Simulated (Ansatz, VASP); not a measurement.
# One calculation of RbBr, two programs

```xyz
2
Lattice="4.1261 0.0000 0.0000 0.0000 4.1261 0.0000 0.0000 0.0000 4.1261" Properties=species:S:1:pos:R:3 pbc="T T T"
Rb    0.0000    0.0000    0.0000
Br    2.0630    2.0630    2.0630
```

Alike in both runs: task relaxation of cell and atoms; functional r2SCAN; k mesh 7 × 7 × 7; occupations fermi-dirac, width 0.05 eV; no spin polarisation.

```csv
,VASP,Ansatz
version,VASP 6.6.1,Ansatz 0.2.0
potentials or method,"VASP PAW PBE potentials, release 64 (Rb_sv, Br)",Ansatz PAW
plane-wave cutoff (eV),600,500
valence electrons in the cell,16,16
```

```tsv
	VASP	Ansatz	Ansatz less VASP
gap on the k mesh at the Fermi level, each at its own relaxed structure (eV)	4.85	4.85	+0.003
relaxed volume (Å³/atom)	35.18	35.12	-0.057
relaxed length of the cell vector where the two differ most in proportion (Å)	4.128	4.126	-0.0022
```

VASP's potentials were made for PBE, not for r2SCAN.

Noted on Ansatz's run: odd divisions of the mesh miss points on the zone boundary, where band edges often lie, so the gap on the mesh can be too wide; the plane-wave basis is chosen anew once the cell has moved, so the energies of steps on either side of that aren't comparable.
